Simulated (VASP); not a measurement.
# TiSi31 (a cell with a defect) in VASP: single point with PBEsol

Aim: the single point of TiSi31 (a cell with a defect) with PBEsol.

All numbers are computed with VASP 6.6.1; they aren't measurements. Logs are shortened: lines on timing, memory, paths and dates and some standing lists are left out, and cuts for length are marked.

## Step 1: The cell of the first run

The cell holds a defect, 64 atoms: a = 10.866 Å, b = 10.866 Å, c = 10.866 Å, α = 90.00°, β = 90.00°, γ = 90.00°.

## Step 2: Single point, PBEsol

Contents of INCAR:

```
PREC = Accurate
ENCUT = 520
EDIFF = 1E-6
ISMEAR = -1
SIGMA = 0.05
LREAL = Auto
LASPH = T
NELM = 100
ALGO = Normal
ISIF = 2
LWAVE = F
LCHARG = F
GGA = PS
ISYM = 0
NBANDS = 174
```

Contents of KPOINTS:

```
Automatic mesh
0
Gamma
  1 1 1
  0.25 0.25 0.25
```

Contents of POSCAR:

```
TiSi31
1.0
   10.8655790000      0.0000000000      0.0000000000
    0.0000000000     10.8655790000      0.0000000000
    0.0000000000      0.0000000000     10.8655790000
Si Ti
62 2
Direct
    0.9976440000      0.9981820000      0.0033810000
    0.9941150000      0.9946880000      0.5030220000
    0.0012880000      0.5005630000      0.0006280000
    0.9981950000      0.4966980000      0.5035850000
    0.5000240000      0.0017530000      0.0005420000
    0.4961380000      0.9987400000      0.5035690000
    0.4983520000      0.4988960000      0.0001450000
    0.1235200000      0.1240300000      0.1271190000
    0.1208020000      0.1213480000      0.6280230000
    0.1262010000      0.6227950000      0.1322680000
    0.1255860000      0.6231840000      0.6260550000
    0.6222480000      0.1266670000      0.1321640000
    0.6226100000      0.1261210000      0.6260350000
    0.6237130000      0.6242260000      0.1243280000
    0.2502890000      0.2508570000      0.0056400000
    0.2468100000      0.2473550000      0.5023530000
    0.2473290000      0.7454490000      0.9988500000
    0.2522440000      0.7491950000      0.5029290000
    0.7449160000      0.2478600000      0.9988080000
    0.7485780000      0.2528320000      0.5029340000
    0.7488570000      0.7494660000      0.9997680000
    0.7298300000      0.7303920000      0.5280590000
    0.3758530000      0.3763920000      0.1313570000
    0.3789650000      0.3795840000      0.6119220000
    0.3661890000      0.8793970000      0.1200850000
    0.3731740000      0.8745300000      0.6314880000
    0.8789060000      0.3666770000      0.1200640000
    0.8739500000      0.3737530000      0.6314930000
    0.8727620000      0.8733070000      0.1279550000
    0.8671260000      0.8676760000      0.6290500000
    0.2470300000      0.0006150000      0.2547010000
    0.2475930000      0.9997580000      0.7539070000
    0.2573030000      0.5037940000      0.2616360000
    0.2530670000      0.4966030000      0.7477350000
    0.7484000000      0.9980680000      0.2542180000
    0.7454250000      0.9987870000      0.7523170000
    0.7585710000      0.4902560000      0.2485320000
    0.7415220000      0.5090650000      0.7355980000
    0.3746960000      0.1254700000      0.3772380000
    0.3729840000      0.1275550000      0.8763650000
    0.3913760000      0.6174310000      0.3973530000
    0.3785450000      0.6258120000      0.8708450000
    0.8724100000      0.1241910000      0.3790460000
    0.8729480000      0.1222010000      0.8771560000
    0.8730890000      0.6243630000      0.3826700000
    0.8699580000      0.6203070000      0.8735590000
    0.0001010000      0.2475400000      0.2547110000
    0.9991670000      0.2481140000      0.7538890000
    0.9975010000      0.7489310000      0.2542340000
    0.9982800000      0.7460250000      0.7523430000
    0.5032580000      0.2577600000      0.2615310000
    0.4960800000      0.2536600000      0.7476960000
    0.4897400000      0.7590910000      0.2486120000
    0.5084110000      0.7418870000      0.7354130000
    0.1249260000      0.3752410000      0.3772430000
    0.1269590000      0.3735070000      0.8763590000
    0.1236110000      0.8729950000      0.3790280000
    0.1217110000      0.8735100000      0.8771860000
    0.6168870000      0.3918980000      0.3971260000
    0.6252890000      0.3791290000      0.8708380000
    0.6238650000      0.8736760000      0.3826730000
    0.6196670000      0.8703810000      0.8734020000
    0.6226950000      0.6231980000      0.3695080000
    0.5501420000      0.5503300000      0.5935120000
```

Potentials or basis: VASP PAW PBE potentials, release 64 (Si, Ti_sv).

Launch:

```sh
$ cat potpaw_PBE.64/Si/POTCAR potpaw_PBE.64/Ti_sv/POTCAR > POTCAR
$ mpirun -np 1 vasp_std > vasp.out
```

OUTCAR:

```text
PREC = Accurate
   ENCUT = 520
   EDIFF = 1E-6
   ISMEAR = -1
   LREAL = Auto
   LASPH = T
   NELM = 100
   ISIF = 2
   GGA = PS
   ISYM = 0

 ion  position               nearest neighbor table
   1  0.998  0.998  0.003-  29 2.35  58 2.35  44 2.35   8 2.36
   2  0.994  0.995  0.503-  57 2.35  43 2.35   9 2.37  30 2.38
   3  0.001  0.501  0.001-  27 2.36  56 2.37  46 2.37  10 2.38
   4  0.998  0.497  0.504-  45 2.34  55 2.35  28 2.35  11 2.36
   5  0.500  0.002  0.001-  25 2.36  40 2.37  62 2.37  12 2.38
   6  0.496  0.999  0.504-  61 2.34  39 2.35  26 2.35  13 2.36
   7  0.498  0.499  0.000-  14 2.35  60 2.36  42 2.36  23 2.36
   8  0.124  0.124  0.127-  31 2.35  47 2.35  15 2.35   1 2.36
   9  0.121  0.121  0.628-  32 2.35  48 2.35  16 2.37   2 2.37
  10  0.126  0.623  0.132-  49 2.36  17 2.37   3 2.38  33 2.38
  11  0.126  0.623  0.626-  34 2.36  18 2.36   4 2.36  50 2.36
  12  0.622  0.127  0.132-  35 2.36  19 2.37   5 2.38  51 2.38
  13  0.623  0.126  0.626-  52 2.36  20 2.36   6 2.36  36 2.36
  14  0.624  0.624  0.124-   7 2.35  21 2.35  37 2.47  53 2.47  63 2.66
  15  0.250  0.251  0.006-   8 2.35  56 2.35  40 2.35  23 2.36
  16  0.247  0.247  0.502-  55 2.35  39 2.35  24 2.35   9 2.37
  17  0.247  0.745  0.999-  25 2.35  58 2.36  10 2.37  42 2.38
[... 30 lines left out ...]
  48  0.999  0.248  0.754-  28 2.34   9 2.35  44 2.36  56 2.36
  49  0.998  0.749  0.254-  57 2.35  29 2.35  10 2.36  45 2.37
  50  0.998  0.746  0.752-  46 2.35  58 2.36  30 2.36  11 2.36
  51  0.503  0.258  0.262-  23 2.36  39 2.37  12 2.38  59 2.41
  52  0.496  0.254  0.748-  13 2.36  60 2.37  40 2.37  24 2.38
  53  0.490  0.759  0.249-  25 2.34  61 2.41  63 2.45  14 2.47  41 2.47
  54  0.508  0.742  0.735-  26 2.35  62 2.38  42 2.40  64 2.63
  55  0.125  0.375  0.377-   4 2.35  16 2.35  47 2.35  33 2.37
  56  0.127  0.374  0.876-  15 2.35  48 2.36   3 2.37  34 2.37
  57  0.124  0.873  0.379-  49 2.35   2 2.35  31 2.36  18 2.36
  58  0.122  0.874  0.877-   1 2.35  17 2.36  32 2.36  50 2.36
  59  0.617  0.392  0.397-  20 2.38  51 2.41  37 2.47  63 2.53  64 2.84
  60  0.625  0.379  0.871-   7 2.36  52 2.37  19 2.38  38 2.40
  61  0.624  0.874  0.383-   6 2.34  35 2.37  53 2.41  22 2.50  63 2.73
  62  0.620  0.870  0.873-  36 2.35  21 2.36   5 2.37  54 2.38
  63  0.623  0.623  0.370-  22 2.38  53 2.45  37 2.45  59 2.53  41 2.53  14 2.66  64 2.68  45 2.72
                            61 2.73
  64  0.550  0.550  0.594-  38 2.63  54 2.63  24 2.63  63 2.68  59 2.84  41 2.84  22 2.85

IMPORTANT INFORMATION: All symmetrisations will be switched off!
NOSYMM: (Re-)initialisation of all symmetry stuff for point group C_1.

----------------------------------------------------------------------------------------

                                     Primitive cell

  volume of cell :    1282.7990

  direct lattice vectors                    reciprocal lattice vectors
[... 200 lines left out ...]
   PSTRESS=    0.0 pullay stress
   NELECT =     272.0000    total number of electrons
   NUPDOWN=      -1.0000    fix difference up-down
   EMIN   =  10.00;   EMAX   =-10.00  energy-range for DOS
   EFERMI =   0.00;   METHOD = LEGACY
   ISMEAR =    -1;   SIGMA  =   0.05  broadening in eV -4-tet -1-fermi 0-gaus
   EFERMI_NEDOS =   21; number of points for ismear=-14 and -15
   IALGO  =     38    algorithm
   IMIX   =      4    mixing-type and parameters
     AMIX     =   0.40;   BMIX     =  1.00
     AMIX_MAG =   1.60;   BMIX_MAG =  1.00
  volume/ion in A,a.u.               =      20.04       135.26
  Fermi-wavevector in a.u.,A,eV,Ry     =   0.976214  1.844777 12.966261  0.952993
  Thomas-Fermi vector in A             =   2.106815
   LORBIT       =      0    0 simple, 1 ext, 2 COOP (PROOUT), +10 PAW based schemes
   GGA     = PS    functional components
   LHFCALC =     F    Hartree Fock is set to
   AEXX    =    0.0000 exact exchange contribution
   IVDW    =     0    specifies the selected vdW correction
   LEPSILON=     F    determine dielectric tensor
   LRPA    =     F    only Hartree local field effects (RPA)
 non-spin polarized calculation
  energy-cutoff  :      520.00
  volume of cell :     1282.80
 maximum number of plane-waves:     34484
 NGX is ok and might be reduce to    84
   NGX = 41   NGY = 41   NGZ = 41

 number of electron     272.0000002 magnetization

 Free energy of the ion-electron system (eV)
  ---------------------------------------------------
  ext. energy  EPLUGINS =         0.00000000
  ---------------------------------------------------
  free energy    TOTEN  =      -370.80716358 eV

  energy without entropy =     -370.68784311  energy(sigma->0) =     -370.74750334

 E-fermi :   5.9823     XC(G=0):  -9.6062

 val. band max:        5.9655589640   @ k =  -0.2500   0.2500   0.2500
 cond. band min:       6.0109484380   @ k =  -0.2500  -0.2500   0.2500
 fundamental gap:      0.0453894740
 Fermi energy:         5.9822795220

 k-point     1 :       0.2500    0.2500    0.2500
  band No.  band energies     occupation
      1     -50.9367      2.00000
      2     -50.4561      2.00000
      3     -27.4041      2.00000
      4     -27.3395      2.00000
      5     -27.2207      2.00000
      6     -26.9882      2.00000
[... 593 lines left out ...]
    147       7.2765      0.00000
    148       7.3842      0.00000
 [bands above 148 left out]

------------------------ aborting loop because EDIFF is reached ----------------------------------------

  FORCE on cell =-STRESS in cart. coord.  units (eV):
  Direction    XX          YY          ZZ          XY          YZ          ZX
  --------------------------------------------------------------------------------------
  -------------------------------------------------------------------------------------
  Total       -8.1630709     -8.1818742    -11.1770179     -3.2530170     -0.5770462     -0.6029517
  in kB      -10.1954296    -10.2189143    -13.9597586     -4.0629202     -0.7207134     -0.7530685
  external PRESSURE =     -11.4580342 kB  Pullay stress =       0.0000000 kB

 VOLUME and BASIS-vectors are now :
 -----------------------------------------------------------------------------
  energy-cutoff  :      520.00
  volume of cell :     1282.80
      direct lattice vectors                 reciprocal lattice vectors
    10.865579000  0.000000000  0.000000000     0.092033752  0.000000000  0.000000000
     0.000000000 10.865579000  0.000000000     0.000000000  0.092033752  0.000000000
     0.000000000  0.000000000 10.865579000     0.000000000  0.000000000  0.092033752

 POSITION                                       TOTAL-FORCE (eV/Angst)
 -----------------------------------------------------------------------------------
     10.83998     10.84583      0.03674         0.011686      0.012682      0.000042
     10.80164     10.80786      5.46563         0.002744      0.002221      0.014863
      0.01399      5.43891      0.00682        -0.006366     -0.073647      0.005801
     10.84597      5.39691      5.47174         0.037078      0.011496      0.093970
      5.43305      0.01905      0.00589        -0.074190     -0.008508      0.005557
      5.39083     10.85189      5.47157         0.010436      0.036548      0.093486
[... 56 lines left out ...]
      6.76594      6.77141      4.01492         0.083977      0.086354      0.051363
      5.97761      5.97965      6.44885         0.005541      0.008422     -0.305071
 -----------------------------------------------------------------------------------
    total drift:                               -0.028695     -0.016292      0.033714

  FREE ENERGIE OF THE ION-ELECTRON SYSTEM (eV)
  ---------------------------------------------------
  free  energy   TOTEN  =      -370.8071635826 eV

  energy  without entropy=     -370.6878431071  energy(sigma->0) =     -370.74750334
```

Run time: 39 min. Hardware: 1 thread of AMD EPYC 7R13 (Zen 3), shared host; peak memory 1.4 GiB.

Results:

| Quantity | Value |
| --- | --- |
| Free energy | -370.8072 eV |
| Pressure | -1.1 GPa |
| Largest force | 0.305 eV/Å |
| Band gap on the k mesh | 0.05 eV |

Forces in eV/Å, atoms in the order of the input:
```
Si   0.012  0.013  0.000
Si   0.003  0.002  0.015
Si  -0.006 -0.074  0.006
Si   0.037  0.011  0.094
Si  -0.074 -0.009  0.006
Si   0.010  0.037  0.093
Si   0.024  0.023  0.001
Si   0.002  0.003 -0.004
Si   0.001  0.003  0.004
Si   0.011  0.048 -0.035
Si  -0.038 -0.010  0.015
Si   0.049  0.011 -0.033
Si  -0.008 -0.037  0.015
Si   0.007  0.009  0.013
Si   0.014  0.014 -0.011
Si   0.033  0.034  0.013
Si   0.015 -0.059 -0.006
Si   0.046  0.009 -0.005
Si  -0.058  0.014 -0.006
Si   0.008  0.048 -0.008
Si  -0.001 -0.003  0.004
Si  -0.005 -0.005  0.264
Si   0.001  0.004  0.013
Si   0.083  0.082  0.032
Si   0.032  0.018  0.019
Si  -0.053 -0.009 -0.053
Si   0.017  0.034  0.018
Si  -0.008 -0.051 -0.052
Si  -0.009 -0.008  0.000
Si   0.030  0.029  0.028
Si   0.011 -0.029 -0.044
Si   0.004  0.018  0.033
Si   0.010 -0.055  0.007
Si   0.021 -0.020  0.077
Si  -0.056 -0.032  0.012
Si   0.003 -0.017 -0.017
Si  -0.019 -0.063 -0.084
Si  -0.067  0.072  0.161
Si   0.012  0.047 -0.043
Si   0.067  0.008  0.013
Si  -0.267 -0.075  0.063
Si  -0.071  0.006 -0.047
Si  -0.033  0.011 -0.036
Si   0.010  0.012 -0.021
Si   0.002  0.176 -0.155
Si   0.003  0.044 -0.011
Si  -0.028  0.010 -0.044
Si   0.019  0.004  0.032
Si  -0.032 -0.056  0.012
Si  -0.018  0.004 -0.018
Si  -0.054  0.007  0.005
Si  -0.020  0.021  0.076
Si  -0.062 -0.021 -0.085
Si   0.074 -0.067  0.161
Si   0.046  0.012 -0.043
Si   0.009  0.068  0.014
Si   0.009 -0.033 -0.036
Si   0.012  0.010 -0.021
Si  -0.073 -0.268  0.066
Si   0.009 -0.073 -0.047
Si   0.174 -0.001 -0.153
Si   0.043  0.004 -0.011
Ti   0.084  0.086  0.051
Ti   0.006  0.008 -0.305
```

Levels at points of the mesh, in eV from the valence-band top:
| k point | band 132 | band 133 | band 134 | band 135 | band 136 | band 137 | band 138 | band 139 | band 140 | band 141 |
| --- | --- | --- | --- | --- | --- | --- | --- | --- | --- | --- |
| (0.25, 0.25, 0.25) | -0.86 | -0.77 | -0.48 | -0.47 | -0.06 | 0.12 | 0.22 | 0.44 | 0.60 | 0.72 |

Caveat: the PAW data sets were made with another functional, which shifts forces and pressure a little.
